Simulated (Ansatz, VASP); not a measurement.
WSe2 in VASP and in Ansatz

```
CELL_PARAMETERS angstrom
3.28549 0.00000 0.00000
-1.64275 2.84532 0.00000
0.00000 0.00000 24.23865
ATOMIC_POSITIONS crystal
Se 0.33333 0.66667 0.18565
Se 0.33333 0.66667 0.32466
Se 0.66667 0.83333 0.47772
Se 0.66667 0.83333 0.61673
W 0.66667 0.33333 0.25516
W 0.33333 0.16667 0.54722
```

Alike in both runs: task single point; functional PBE; dispersion D3(BJ); k mesh 9 × 9 × 1; occupations gaussian, width 0.05 eV; no spin polarisation.

|  | VASP | Ansatz |
| --- | --- | --- |
| version | VASP 6.6.1 | Ansatz 0.2.0 |
| potentials or method | VASP PAW PBE potentials, release 64 (Se, W_sv), cutoff 520 eV | scalar-relativistic, plane waves, PAW |
| valence electrons in the cell | 52 | 92 |

VASP gave:

```
gap on the k mesh at the Fermi level (eV) : 1.57
least direct gap on the mesh (eV)         : 1.66
rms of the force components (eV/Å)        : 0.037
```

**Question.** What did Ansatz give for the same quantities?

**Answer.** gap on the k mesh at the Fermi level (eV): 1.56; least direct gap on the mesh (eV): 1.67; rms of the force components (eV/Å): 0.021.

VASP's potentials hold 52 valence electrons a cell and Ansatz's 92, so a difference there can come from the potentials and not from the codes. Ansatz's warnings: xc potential rough in thin density.

Spin-orbit coupling is off throughout.
